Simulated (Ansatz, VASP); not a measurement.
# Two plane-wave programs on AlGaN2

File INCAR:

```
SYSTEM = AlGaN2
ALGO = Normal ; EDIFF = 1E-6
ENCUT = 520 ; GGA = CA
ISIF = 2 ; ISMEAR = 0
LASPH = .True. ; LCHARG = .False.
LREAL = .False. ; LWAVE = .False.
NBANDS = 21 ; NELM = 60
PREC = Accurate ; SIGMA = 0.05
```

The input KPOINTS:

```
k-points
0
Gamma
  8 8 6
  0 0 0
```

The input POSCAR:

```
AlGaN2
1.0
    3.1879902044      0.0000000000      0.0000000000
    0.0000000000      3.1879902044      0.0000000000
    0.0000000000      0.0000000000      4.3574803709
Al Ga N
1 1 2
Direct
    0.5000000000      0.5000000000      0.5000000000
    0.0000000000      0.0000000000      0.0000000000
    0.5000000000      0.0000000000      0.7382648100
    0.0000000000      0.5000000000      0.2617351900
```

Input for Ansatz:

```yaml
crystal:
  lattice:
    - [3.1879902044, 0.0, 0.0]
    - [0.0, 3.1879902044, 0.0]
    - [0.0, 0.0, 4.3574803709]
  atoms:
    - { symbol: Al, position: [0.5, 0.5, 0.5] }
    - { symbol: Ga, position: [0.0, 0.0, 0.0] }
    - { symbol: "N", position: [0.5, 0.0, 0.73826481] }
    - { symbol: "N", position: [0.0, 0.5, 0.26173519] }
basis:
  ecutwfc: 420
kpoints:
  mp_grid: { grid: [8, 8, 6] }
hamiltonian:
  xc: lda
scf:
  occupations: { method: gaussian, width: 0.05 }
output:
  forces: true
  stress: true
  eigenvalues: true
```

Change from the starting cell: strain +0.015 along x and y, -0.015 along z, atoms carried along.

Alike in both runs: task single point; functional LDA; k mesh 8 × 8 × 6; occupations gaussian, width 0.05 eV; no spin polarisation.

```csv
,VASP,Ansatz
version,VASP 6.6.1,Ansatz 0.2.0
potentials or method,"VASP PAW LDA potentials, release 64 (Al, Ga_d, N), cutoff 520 eV","scalar-relativistic, plane waves, PAW"
valence electrons in the cell,26,26
```

```tsv
	VASP	Ansatz	Ansatz less VASP
gap on the k mesh at the Fermi level (eV)	2.79	2.78	-0.011
least direct gap on the mesh (eV)	2.79	2.78	-0.011
pressure (GPa)	-7.0	-7.7	-0.74
traceless stress, the component that is largest in VASP (GPa)	2.40	2.42	+0.011
rms of the force components (eV/Å)	0.045	0.056	+0.0108
```

LDA's correlation is that of Perdew and Zunger in VASP and of Perdew and Wang (1992) in Ansatz. Atom by atom the forces differ by 0.011 eV/Å (rms over components).
